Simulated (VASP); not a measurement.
**MgTeF6: single point with PBE**

The system is MgTeF6.

```
CELL_PARAMETERS angstrom
4.53508 0.00000 0.00000
0.00000 4.53508 0.00000
0.00000 0.00000 4.53508
ATOMIC_POSITIONS crystal
Mg 0.00000 0.00000 0.00000
Te 0.50000 0.50000 0.50000
F 0.50000 0.00000 0.00000
F 0.00000 0.50000 0.00000
F 0.00000 0.00000 0.50000
F 0.00000 0.50000 0.50000
F 0.50000 0.00000 0.50000
F 0.50000 0.50000 0.00000
```

The cell was generated, and may not be a known phase.

| Item | Value |
| --- | --- |
| Program | VASP 6.6.1 |
| Task | single point |
| Functional | PBE |
| Potentials or basis | VASP PAW PBE potentials, release 64 (Mg, Te, F) |
| Cutoff | 520 eV |
| k mesh | 4 × 4 × 4 |
| Occupations | gaussian, width 0.1 eV |
| Spin | no spin polarisation |

The pressure is -0.9 GPa and the band gap on the k mesh is 0.33 eV (least direct gap 0.58 eV).

Levels at points of the mesh, in eV from the valence-band top:
| k point | band 23 | band 24 | band 25 | band 26 | band 27 | band 28 |
| --- | --- | --- | --- | --- | --- | --- |
| (0.00, 0.00, 0.00) | 0.00 | 0.00 | 0.00 | 3.75 | 3.75 | 3.75 |
| (0.50, 0.00, 0.00) | -0.05 | -0.05 | -0.05 | 0.64 | 3.37 | 3.37 |
| (0.50, 0.50, 0.00) | -1.13 | -0.05 | -0.05 | 0.52 | 0.52 | 3.03 |
| (0.50, 0.50, 0.50) | -1.21 | -1.21 | -1.21 | 0.33 | 0.33 | 0.33 |

It took 41 s on 1 thread of AMD EPYC 9755 128-Core Processor, on a shared host, peak memory 0.18 GiB.

Caveat: semilocal functionals underestimate gaps, and a narrow one can read as zero; spin-orbit coupling is left out, which moves the levels of the heavy elements. A k mesh can miss the band edges.
